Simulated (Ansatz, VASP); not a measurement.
PtSe2 in VASP and in Ansatz

```
Pt Se
1.0
     3.69901    0.00000    0.00000
    -1.84950    3.20343    0.00000
     0.00000    0.00000    5.02803
Pt Se
1 2
Cartesian
  0.0000 0.0000 0.0000
  1.8495 1.0678 3.7710
  0.0000 2.1356 1.2570
```

Alike in both runs: task single point; functional PBE; k mesh 8 × 8 × 5; occupations fermi-dirac, width 0.05 eV; non-collinear spin, spin-orbit coupling.

|  | VASP | Ansatz |
| --- | --- | --- |
| version | VASP 6.6.1 | Ansatz 0.2.0 |
| potentials or method | VASP PAW PBE potentials, release 64 (Pt, Se) | Ansatz PAW |
| plane-wave cutoff (eV) | 520 | 420 |
| valence electrons in the cell | 22 | 50 |

```csv
,VASP,Ansatz,Ansatz less VASP
pressure (GPa),10.5,10.4,-0.12
"traceless stress, the component that is largest in VASP (GPa)",-1.88,-1.83,+0.056
rms of the force components (eV/Å),0.421,0.408,-0.0131
net moment per atom (μB),0.00,0.00,0.000
```

Atom by atom the forces differ by 0.013 eV/Å (rms over components). The functional is the same, so the differences come from potentials, cutoffs and numerics. VASP's potentials hold 22 valence electrons a cell and Ansatz's 50, so a difference there can come from the potentials and not from the codes.
